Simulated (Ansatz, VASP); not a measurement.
**One calculation of MgO2, two programs**

Contents of INCAR:

```
SYSTEM = MgO2
ALGO = Normal
EDIFF = 1E-6
ENCUT = 520
GGA = PS
ISIF = 2
ISMEAR = 0
LASPH = .True.
LCHARG = .False.
LREAL = .False.
LWAVE = .False.
NBANDS = 14
NELM = 100
PREC = Accurate
SIGMA = 0.05
```

File KPOINTS:

```
k-points
0
Gamma
  12 12 12
  0 0 0
```

POSCAR

```
MgO2
1.0
    1.6849990668      0.9728346648      3.4939788749
   -1.6849990668      0.9728346648      3.4939788749
    0.0000000000     -1.9456693296      3.4939788749
Mg O
1 2
Direct
    0.0000000000      0.0000000000      0.0000000000
    0.4287860000      0.4287860000      0.4287860000
    0.5712140000      0.5712140000      0.5712140000
```

Input for Ansatz:

```yaml
crystal:
  lattice:
    - [1.6849990668, 0.9728346648, 3.4939788749]
    - [-1.6849990668, 0.9728346648, 3.4939788749]
    - [0.0, -1.9456693296, 3.4939788749]
  atoms:
    - { symbol: Mg, position: [0.0, 0.0, 0.0] }
    - { symbol: O, position: [0.428786, 0.428786, 0.428786] }
    - { symbol: O, position: [0.571214, 0.571214, 0.571214] }
basis:
  ecutwfc: 420
kpoints:
  mp_grid: { grid: [12, 12, 12] }
hamiltonian:
  xc: pbesol
scf:
  occupations: { method: gaussian, width: 0.05 }
output:
  forces: true
  stress: true
  eigenvalues: true
```

Change from the starting cell: strain +0.050 along x and y, +0.000 along z, atoms carried along.

Alike in both runs: task single point; functional PBEsol; k mesh 12 × 12 × 12; occupations gaussian, width 0.05 eV; no spin polarisation.

```csv
,VASP,Ansatz
version,VASP 6.6.1,Ansatz 0.2.0
potentials or method,"VASP PAW PBE potentials, release 64 (Mg, O), cutoff 520 eV","scalar-relativistic, plane waves, PAW"
valence electrons in the cell,14,22
```

```csv
,VASP,Ansatz,Ansatz less VASP
gap on the k mesh at the Fermi level (eV),2.28,2.31,+0.027
least direct gap on the mesh (eV),2.28,2.31,+0.027
pressure (GPa),-12.3,-12.1,+0.17
"traceless stress, the component that is largest in VASP (GPa)",5.49,4.50,-0.991
rms of the force components (eV/Å),0.175,0.086,-0.0882
```

VASP's potentials were made for PBE, not for PBEsol. Atom by atom the forces differ by 0.088 eV/Å (rms over components). VASP's potentials hold 14 valence electrons a cell and Ansatz's 22, so a difference there can come from the potentials and not from the codes.
